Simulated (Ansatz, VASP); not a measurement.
## Two plane-wave programs on BAs

INCAR

```
SYSTEM = BAs
ALGO = Normal
EDIFF = 1E-6
EDIFFG = -0.01
ENCUT = 600
GGA = RE
IBRION = 2
ISIF = 3
ISMEAR = -1
LASPH = .TRUE.
LCHARG = .FALSE.
LREAL = .FALSE.
LWAVE = .FALSE.
NELM = 60
NSW = 60
PREC = Accurate
SIGMA = 0.05
```

The input KPOINTS:

```
k-points
0
G
  12 8 6
  0 0 0
```

Contents of POSCAR:

```
BAs
1.0
    2.1275493300      0.0000000000      0.0000000000
    0.0000000000      3.1740629400      0.0000000000
    0.0000000000      0.0000000000      4.9509801800
B As
1 1
Direct
    0.0000000000      0.5000000000      0.0000000000
    0.5000000000      0.5000000000      0.5000000000
```

input.yaml

```yaml
crystal:
  lattice:
    - [2.12754933, 0.0, 0.0]
    - [0.0, 3.17406294, 0.0]
    - [0.0, 0.0, 4.95098018]
  atoms:
    - { symbol: B, position: [0.0, 0.5, 0.0] }
    - { symbol: As, position: [0.5, 0.5, 0.5] }
hamiltonian:
  xc: revpbe
  pseudopotentials: { kind: paw }
kpoints:
  mp_grid: { grid: [12, 8, 6] }
scf:
  occupations: { method: fermi_dirac, width: 0.05 }
output:
  forces: true
  stress: true
  eigenvalues: true
relax:
  f_tol: 0.01
  max_steps: 40
  cell: { stress_tol: 0.05 }
```

Alike in both runs: task relaxation of cell and atoms; functional revPBE; k mesh 12 × 8 × 6; occupations fermi-dirac, width 0.05 eV; no spin polarisation.

|  | VASP | Ansatz |
| --- | --- | --- |
| version | VASP 6.6.1 | Ansatz 0.2.0 |
| potentials or method | VASP PAW PBE potentials, release 64 (B, As) | Ansatz PAW |
| plane-wave cutoff (eV) | 600 | 420 |
| valence electrons in the cell | 8 | 18 |

```tsv
	VASP	Ansatz	Ansatz less VASP
gap on the k mesh at the Fermi level, each at its own relaxed structure (eV)	none	none	-
relaxed volume (Å³/atom)	13.18	13.16	-0.020
relaxed cell length with the largest relative difference (Å)	3.176	3.173	-0.0028
```

VASP's potentials were made for PBE, not for revPBE. A gap of «none» marks a metal or a gap that the smearing closes. VASP's potentials hold 8 valence electrons a cell and Ansatz's 18, so a difference there can come from the potentials and not from the codes.

Noted on VASP's run: the volume moved by over 15 % at a fixed basis, so the end points are rough. Noted on Ansatz's run: the volume moved by over 15 % at a fixed basis, so the end points are rough; the plane-wave basis is chosen anew once the cell has moved, so the energies of steps on either side of that aren't comparable.
